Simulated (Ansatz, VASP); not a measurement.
One calculation of HC8, two programs

INCAR

```
ALGO = Normal
DIPOL = 0.5 0.5 0.239
EDIFF = 1E-7
ENCUT = 520
GGA = PE
IDIPOL = 3
ISIF = 2
ISMEAR = 0
ISPIN = 2
IVDW = 12
LASPH = True
LCHARG = False
LDIPOL = True
LORBIT = 11
LREAL = False
LWAVE = False
MAGMOM = 0 0 0 0 0 0 0 0 1
NBANDS = 30
NELM = 150
PREC = Accurate
SIGMA = 0.1
```

KPOINTS

```
k-points
0
Gamma
  6 6 1
```

The input POSCAR:

```
HC8
1.0
    4.9313048824     -0.0000000001      0.0000000000
   -2.4656524412      4.2706353020      0.0000000000
    0.0000000000      0.0000000000     17.0000331944
C H
8 1
Direct
    0.3333333333      0.1666666667      0.2352956108
    0.3333333333      0.6666666667      0.2352956108
    0.8333333333      0.1666666667      0.2352956108
    0.8333333333      0.6666666667      0.2352956108
    0.1666666667      0.3333333333      0.2352936582
    0.1666666667      0.8333333333      0.2352936582
    0.6666666667      0.3333333333      0.2352936582
    0.6666666667      0.8333333333      0.2352936582
    0.5000000000      0.1666666667      0.2694131913
```

Input for Ansatz:

```yaml
crystal:
  lattice:
    - [4.9313048824, -1.0e-10, 0.0]
    - [-2.4656524412, 4.270635302, 0.0]
    - [0.0, 0.0, 17.0000331944]
  atoms:
    - { symbol: C, position: [0.3333333333, 0.1666666667, 0.2352956108] }
    - { symbol: C, position: [0.3333333333, 0.6666666667, 0.2352956108] }
    - { symbol: C, position: [0.8333333333, 0.1666666667, 0.2352956108] }
    - { symbol: C, position: [0.8333333333, 0.6666666667, 0.2352956108] }
    - { symbol: C, position: [0.1666666667, 0.3333333333, 0.2352936582] }
    - { symbol: C, position: [0.1666666667, 0.8333333333, 0.2352936582] }
    - { symbol: C, position: [0.6666666667, 0.3333333333, 0.2352936582] }
    - { symbol: C, position: [0.6666666667, 0.8333333333, 0.2352936582] }
    - { symbol: H, position: [0.5, 0.1666666667, 0.2694131913], spin: 1.0 }
basis:
  ecutwfc: 420
kpoints:
  mp_grid: { grid: [6, 6, 1] }
hamiltonian:
  xc: pbe
  pseudopotentials: { kind: paw, azcp: { folder: soft_1 } }
  dispersion: d3bj
scf:
  occupations: { method: gaussian, width: 0.1 }
output:
  forces: true
  eigenvalues: true
  populations: true
magnetization:
  spin_polarized: true
efield:
  axis: 3
  dipole_correction: true
  ramp_width: 0.04
```

Alike in both runs: task single point; functional PBE; dispersion D3(BJ); k mesh 6 × 6 × 1; occupations gaussian, width 0.1 eV; collinear spin.

|  | VASP | Ansatz |
| --- | --- | --- |
| version | VASP 6.6.1 | Ansatz 0.2.0 |
| potentials or method | VASP PAW PBE potentials, release 64 (C, H), cutoff 520 eV | scalar-relativistic, plane waves, PAW |
| valence electrons in the cell | 33 | 33 |

|  | VASP | Ansatz | Ansatz less VASP |
| --- | --- | --- | --- |
| gap on the k mesh at the Fermi level (eV) | none | none | - |
| rms of the force components (eV/Å) | 3.216 | 3.190 | -0.0261 |
| net moment per atom (μB) | 0.00 | 0.00 | 0.000 |

Atom by atom the forces differ by 0.030 eV/Å (rms over components). A gap of «none» marks a metal or a gap that the smearing closes. Ansatz's warnings: seeded moment not kept, structure snapped to symmetry.
